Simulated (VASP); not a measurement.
# AlN (P6_3/mmc) in VASP: notebook

AlN is run at these levels: PBE; tasks: single point.

Program: VASP 6.6.1. These are calculated values, not measurements. Logs are shortened: lines on timing, memory, paths and dates and some standing lists are left out, and cuts for length are marked.

### Step 1. The cell of the first run

The structure is hexagonal, space group P6_3/mmc (No. 194). The conventional cell has a = 3.396 Å, b = 3.396 Å, c = 4.062 Å, α = 90.00°, β = 90.00°, γ = 120.00°. Al (site symmetry -6m2) has 5 N at 1.96 to 2.03 Å within 2.6 Å. N (site symmetry -6m2) has 5 Al at 1.96 to 2.03 Å within 2.6 Å.

### Step 2. Single point, PBE

The input, INCAR:

```
ALGO = Normal
EDIFF = 1E-6
ENCUT = 520
GGA = PE
ISIF = 2
ISMEAR = 0
LASPH = True
LCHARG = False
LREAL = False
LWAVE = False
NBANDS = 16
NELM = 60
PREC = Accurate
SIGMA = 0.05
```

The input, KPOINTS:

```
k-points
0
Gamma
  9 9 6
```

The input, POSCAR:

```
AlN
1.0
    3.3963000000      0.0000000000      0.0000000000
   -1.6981500000      2.9412820789      0.0000000000
    0.0000000000      0.0000000000      4.0620000000
Al N
2 2
Direct
    0.3333333333      0.6666666667      0.7500000000
    0.6666666667      0.3333333333      0.2500000000
    0.3333333333      0.6666666667      0.2500000000
    0.6666666667      0.3333333333      0.7500000000
```

Potentials or basis: VASP PAW PBE potentials, release 64 (Al, N).

On the command line:

```bash
$ cat potpaw_PBE.64/Al/POTCAR potpaw_PBE.64/N/POTCAR > POTCAR
$ mpirun -np 1 vasp_std > vasp.out
```

OUTCAR:

```text
EDIFF = 1E-6
   ENCUT = 520
   GGA = PE
   ISIF = 2
   ISMEAR = 0
   LASPH = True
   LREAL = False
   NELM = 60
   PREC = Accurate

 ion  position               nearest neighbor table
   1  0.333  0.667  0.750-   4 1.96   4 1.96   4 1.96   3 2.03   3 2.03   2 2.82   2 2.82   2 2.82
                             2 2.82   2 2.82   2 2.82
   2  0.667  0.333  0.250-   3 1.96   3 1.96   3 1.96   4 2.03   4 2.03   1 2.82   1 2.82   1 2.82
                             1 2.82   1 2.82   1 2.82
   3  0.333  0.667  0.250-   2 1.96   2 1.96   2 1.96   1 2.03   1 2.03
   4  0.667  0.333  0.750-   1 1.96   1 1.96   1 1.96   2 2.03   2 2.03

  LATTYP: Found a hexagonal cell.
 ALAT       =     3.3963000000
 C/A-ratio  =     1.1960074198

  Lattice vectors:

 A1 = (   3.3963000000,   0.0000000000,   0.0000000000)
 A2 = (  -1.6981500000,   2.9412820789,   0.0000000000)
 A3 = (   0.0000000000,   0.0000000000,   4.0620000000)

Analysis of symmetry for initial positions (statically):
=====================================================================
 Subroutine PRICEL returns:
 Original cell was already a primitive cell.

 Routine SETGRP: Setting up the symmetry group for a
 hexagonal supercell.

 Subroutine GETGRP returns: Found 24 space group operations
 (whereof 12 operations were pure point group operations)
 out of a pool of 24 trial point group operations.

The static configuration has the point symmetry D_3d.
 The point group associated with its full space group is D_6h.

Analysis of symmetry for dynamics (positions and initial velocities):
=====================================================================
 Subroutine PRICEL returns:
 Original cell was already a primitive cell.

 Routine SETGRP: Setting up the symmetry group for a
 hexagonal supercell.

 Subroutine GETGRP returns: Found 24 space group operations
 (whereof 12 operations were pure point group operations)
 out of a pool of 24 trial point group operations.

The dynamic configuration has the point symmetry D_3d.
 The point group associated with its full space group is D_6h.

 Subroutine INISYM returns: Found 24 space group operations
 (whereof 12 operations are pure point group operations),
 and found     1 'primitive' translations

----------------------------------------------------------------------------------------

                                     Primitive cell

  volume of cell :      40.5773

  direct lattice vectors                    reciprocal lattice vectors
     3.396300000  0.000000000  0.000000000     0.294438065  0.169993896  0.000000000
    -1.698150000  2.941282079  0.000000000     0.000000000  0.339987792  0.000000000
     0.000000000  0.000000000  4.062000000     0.000000000  0.000000000  0.246184146

  length of vectors
     3.396300000  3.396300000  4.062000000     0.339987792  0.339987792  0.246184146

  position of ions in fractional coordinates (direct lattice)
     0.333333333  0.666666667  0.750000000
     0.666666667  0.333333333  0.250000000
     0.333333333  0.666666667  0.250000000
     0.666666667  0.333333333  0.750000000

  ion indices of the primitive-cell ions
   primitive index   ion index
                 1           1
                 2           2
                 3           3
                 4           4

----------------------------------------------------------------------------------------

 KPOINTS: k-points

Automatic generation of k-mesh.
 Grid dimensions read from file:
 generate k-points for:    9    9    6

 Generating k-lattice:

  Cartesian coordinates                     Fractional coordinates (reciprocal lattice)
     0.032715341  0.018888211  0.000000000     0.111111111  0.000000000  0.000000000
     0.000000000  0.037776421  0.000000000     0.000000000  0.111111111  0.000000000
     0.000000000  0.000000000  0.041030691     0.000000000  0.000000000  0.166666667

  Length of vectors
     0.037776421  0.037776421  0.041030691

  Shift w.r.t. Gamma in fractional coordinates (k-lattice)
     0.000000000  0.000000000  0.000000000

 Subroutine IBZKPT returns following result:
 ===========================================

 Found     48 irreducible k-points:

 Following reciprocal coordinates:
            Coordinates               Weight
  0.000000  0.000000  0.000000      1.000000
  0.111111  0.000000  0.000000      6.000000
  0.222222 -0.000000  0.000000      6.000000
  0.333333  0.000000  0.000000      6.000000
  0.444444 -0.000000  0.000000      6.000000
  0.111111  0.111111  0.000000      6.000000
[... 16 lines left out ...]
  0.333333  0.222222  0.166667     24.000000
  0.333333  0.333333  0.166667      4.000000
 [... further k-points ...]
   k-points           NKPTS =     48   k-points in BZ     NKDIM =     48   number of bands    NBANDS=     16
   number of dos      NEDOS =    301   number of ions     NIONS =      4
   total plane-waves  NPLWV =  23520
   dimension x,y,z NGX =    28 NGY =   28 NGZ =   30
   dimension x,y,z NGXF=    56 NGYF=   56 NGZF=   60
   ions per type =               2   2
   NGX,Y,Z   is equivalent  to a cutoff of  13.71, 13.71, 12.28 a.u.
   NGXF,Y,Z  is equivalent  to a cutoff of  27.41, 27.41, 24.56 a.u.
 SYSTEM =  unknown system
   PREC   = accura    normal or accurate (medium, high low for compatibility)
   ISTART =      0    job   : 0-new  1-cont  2-samecut
   ICHARG =      2    charge: 1-file 2-atom 10-const
   ISPIN  =      1    spin polarized calculation?
   LNONCOLLINEAR =      F non collinear calculations
   LSORBIT =      F    spin-orbit coupling
   LASPH  =      T    aspherical Exc in radial PAW
   ENCUT  =  520.0 eV  38.22 Ry    6.18 a.u.   6.31  6.31  7.55*2*pi/ulx,y,z
   NELM   =     60;   NELMIN=  2; NELMDL= -5     # of ELM steps
   EDIFF  = 0.1E-05   stopping-criterion for ELM
   LREAL  =      F    real-space projection
   EDIFFG = 0.1E-04   stopping-criterion for IOM
   NSW    =      0    number of steps for IOM
   IBRION =     -1    ionic relax: 0-MD 1-quasi-New 2-CG
   NFREE  =      0    steps in history (QN), initial steepest desc. (CG)
   ISIF   =      2    stress and relaxation
   ISYM   =      2    0-nonsym 1-usesym 2-fastsym
   POTIM  = 0.5000    time-step for ionic-motion
   TEBEG  =    0.0;   TEEND  =   0.0 temperature during run
   PSTRESS=    0.0 pullay stress
   NELECT =      16.0000    total number of electrons
   NUPDOWN=      -1.0000    fix difference up-down
   EMIN   =  10.00;   EMAX   =-10.00  energy-range for DOS
   EFERMI =   0.00;   METHOD = LEGACY
   ISMEAR =     0;   SIGMA  =   0.05  broadening in eV -4-tet -1-fermi 0-gaus
   EFERMI_NEDOS =   21; number of points for ismear=-14 and -15
   IALGO  =     38    algorithm
   IMIX   =      4    mixing-type and parameters
     AMIX     =   0.40;   BMIX     =  1.00
     AMIX_MAG =   1.60;   BMIX_MAG =  1.00
  volume/ion in A,a.u.               =      10.14        68.46
  Fermi-wavevector in a.u.,A,eV,Ry     =   1.200477  2.268573 19.607978  1.441146
  Thomas-Fermi vector in A             =   2.336312
   LORBIT       =      0    0 simple, 1 ext, 2 COOP (PROOUT), +10 PAW based schemes
   GGA     = PE    functional components
   LHFCALC =     F    Hartree Fock is set to
   AEXX    =    0.0000 exact exchange contribution
   IVDW    =     0    specifies the selected vdW correction
   LEPSILON=     F    determine dielectric tensor
   LRPA    =     F    only Hartree local field effects (RPA)
 non-spin polarized calculation
 Gauss-broadening in eV      SIGMA  =   0.05
  energy-cutoff  :      520.00
  volume of cell :       40.58
 maximum number of plane-waves:      1108
 NGX is ok and might be reduce to    28
   NGX = 13   NGY = 13   NGZ = 15

 number of electron      16.0000000 magnetization

 Free energy of the ion-electron system (eV)
  ---------------------------------------------------
  ext. energy  EPLUGINS =         0.00000000
  ---------------------------------------------------
  free energy    TOTEN  =       -29.25902161 eV

  energy without entropy =      -29.25902161  energy(sigma->0) =      -29.25902161

 E-fermi :   7.7376     XC(G=0): -11.0625

 val. band max:        7.4612901285   @ k =   0.0000   0.0000   0.0000
 cond. band min:      10.7583379023   @ k =   0.0000   0.0000   0.0000
 fundamental gap:      3.2970477738
 Fermi energy:         7.7376092013

 k-point     1 :       0.0000    0.0000    0.0000
  band No.  band energies     occupation
      1      -8.9480      2.00000
      2      -5.1536      2.00000
      3       1.0739      2.00000
      4       4.3247      2.00000
      5       4.3247      2.00000
      6       6.2473      2.00000
[... 8 lines left out ...]
     15      19.3422      0.00000
     16      19.3422      0.00000

 k-point     2 :       0.1111    0.0000    0.0000
  band No.  band energies     occupation
      1      -8.8167      2.00000
      2      -5.1761      2.00000
      3       1.2129      2.00000
      4       3.8841      2.00000
      5       4.1288      2.00000
      6       5.7726      2.00000
[... 8 lines left out ...]
     15      18.8257      0.00000
     16      19.1471      0.00000

 k-point     3 :       0.2222   -0.0000    0.0000
  band No.  band energies     occupation
      1      -8.4402      2.00000
      2      -5.2810      2.00000
      3       1.6171      2.00000
      4       2.9285      2.00000
      5       3.7278      2.00000
      6       4.9428      2.00000
[... 8 lines left out ...]
     15      17.9436      0.00000
     16      20.0068      0.00000

 k-point     4 :       0.3333    0.0000    0.0000
  band No.  band energies     occupation
      1      -7.8814      2.00000
      2      -5.5451      2.00000
      3       2.0505      2.00000
      4       2.2360      2.00000
      5       3.3644      2.00000
      6       4.2591      2.00000
[... 8 lines left out ...]
     15      18.5015      0.00000
     16      20.8909      0.00000
[... 324 lines left out ...]
 k-point    22 :       0.2222    0.2222    0.1667
  band No.  band energies     occupation
      1      -7.4340      2.00000
      2      -5.7959      2.00000
      3       1.5361      2.00000
      4       1.9182      2.00000
      5       3.5022      2.00000
      6       4.1744      2.00000
[... 8 lines left out ...]
     15      19.4770      0.00000
     16      20.9216      0.00000

 k-point    23 :       0.3333    0.2222    0.1667
  band No.  band energies     occupation
      1      -6.9151      2.00000
      2      -6.1049      2.00000
      3       1.3057      2.00000
      4       2.0013      2.00000
      5       2.7630      2.00000
      6       4.6398      2.00000
[... 8 lines left out ...]
     15      19.4082      0.00000
     16      20.7864      0.00000

 k-point    24 :       0.3333    0.3333    0.1667
  band No.  band energies     occupation
      1      -6.4696      2.00000
      2      -6.4696      2.00000
      3       1.2920      2.00000
      4       2.2324      2.00000
      5       2.2324      2.00000
      6       5.1152      2.00000
[... 8 lines left out ...]
     15      19.0472      0.00000
     16      20.7909      0.00000

 [... further k-points ...]
[... 5 lines left out ...]
  --------------------------------------------------------------------------------------
  -------------------------------------------------------------------------------------
  Total       -1.9566337     -1.9566337      0.6186647      0.0000000      0.0000000      0.0000000
  in kB      -77.2569348    -77.2569348     24.4277389      0.0000000      0.0000000      0.0000000
  external PRESSURE =     -43.3620436 kB  Pullay stress =       0.0000000 kB

 VOLUME and BASIS-vectors are now :
 -----------------------------------------------------------------------------
  energy-cutoff  :      520.00
  volume of cell :       40.58
      direct lattice vectors                 reciprocal lattice vectors
     3.396300000  0.000000000  0.000000000     0.294438065  0.169993896  0.000000000
    -1.698150000  2.941282079  0.000000000     0.000000000  0.339987792  0.000000000
     0.000000000  0.000000000  4.062000000     0.000000000  0.000000000  0.246184146

 POSITION                                       TOTAL-FORCE (eV/Angst)
 -----------------------------------------------------------------------------------
     -0.00000      1.96085      3.04650         0.000000      0.000000     -0.000000
      1.69815      0.98043      1.01550        -0.000000      0.000000      0.000000
     -0.00000      1.96085      1.01550         0.000000     -0.000000      0.000000
      1.69815      0.98043      3.04650        -0.000000      0.000000      0.000000
 -----------------------------------------------------------------------------------
    total drift:                               -0.000000      0.000000     -0.000000

  FREE ENERGIE OF THE ION-ELECTRON SYSTEM (eV)
  ---------------------------------------------------
  free  energy   TOTEN  =       -29.2590216107 eV

  energy  without entropy=      -29.2590216107  energy(sigma->0) =      -29.25902161
```

Run time: 30 s. Hardware: 1 thread of Intel Xeon Platinum 8259CL at 2.50GHz (Skylake/Cascade Lake), shared host; peak memory 0.16 GiB.

Results:

| Item | Value |
| --- | --- |
| Free energy | -29.2590 eV |
| Pressure | -4.3 GPa |
| Band gap on the k mesh | 3.30 eV, direct |

Levels at points of the mesh, in eV from the valence-band top:
```tsv
k point	band 4	band 5	band 6	band 7	band 8	band 9	band 10	band 11	band 12	band 13
(0.00, 0.00, 0.00)	-3.14	-3.14	-1.21	-1.21	0.00	3.30	4.31	8.10	8.10	11.36
(0.00, 0.00, 0.50)	-3.53	-2.22	-2.22	-2.22	-2.22	5.75	5.75	8.21	8.21	8.21
```

A hybrid or GW would open this gap; PBE tends to underestimate it.

### Step 3. Single point, PBE

This run uses another cell than the first one, of 10.20 Å³/atom, 1.006 times its volume.

The input, INCAR:

```
SYSTEM = AlN
ALGO = Normal ; EDIFF = 1E-7
ENCUT = 520 ; GGA = PE
ISIF = 2 ; ISMEAR = 0
LASPH = .TRUE. ; LCHARG = .FALSE.
LREAL = .FALSE. ; LWAVE = .FALSE.
NBANDS = 16 ; NELM = 60
PREC = Accurate ; SIGMA = 0.05
```

The input, KPOINTS:

```
k-points
0
G
  9 9 6
  0 0 0
```

The input, POSCAR:

```
AlN
1.0
    3.3549000000      0.0000000000      0.0000000000
   -1.6774500000      2.9054286271      0.0000000000
    0.0000000000      0.0000000000      4.1875902404
Al N
2 2
Direct
    0.3333333333      0.6666666667      0.7500000000
    0.6666666667      0.3333333333      0.2500000000
    0.3333333333      0.6666666667      0.2500000000
    0.6666666667      0.3333333333      0.7500000000
```

Potentials or basis: VASP PAW PBE potentials, release 64 (Al, N).

On the command line:

```bash
$ cat potpaw_PBE.64/Al/POTCAR potpaw_PBE.64/N/POTCAR > POTCAR
$ mpirun -np 1 vasp_std > vasp.out
```

Wall time 36 s (1 thread of Intel Xeon Platinum 8259CL at 2.50GHz (Skylake/Cascade Lake), shared host); peak memory 0.16 GiB.

It converged, with:

* Free energy: -29.2984 eV
* Pressure: -5.3 GPa
* Band gap on the k mesh: 3.11 eV, direct

Stress tensor (GPa, compression positive):
```
-6.34  0.00  0.00
 0.00 -6.34  0.00
 0.00  0.00 -3.35
```

Levels at points of the mesh, in eV from the valence-band top:
```tsv
k point	band 5	band 6	band 7	band 8	band 9	band 10	band 11	band 12
(0.00, 0.00, 0.00)	-3.18	-1.48	-1.48	0.00	3.11	4.19	8.08	8.08
(0.00, 0.00, 0.50)	-2.37	-2.37	-2.37	-2.37	5.54	5.54	8.27	8.27
```

Expect the measured gap to be larger: semilocal functionals such as PBE lack the derivative discontinuity.
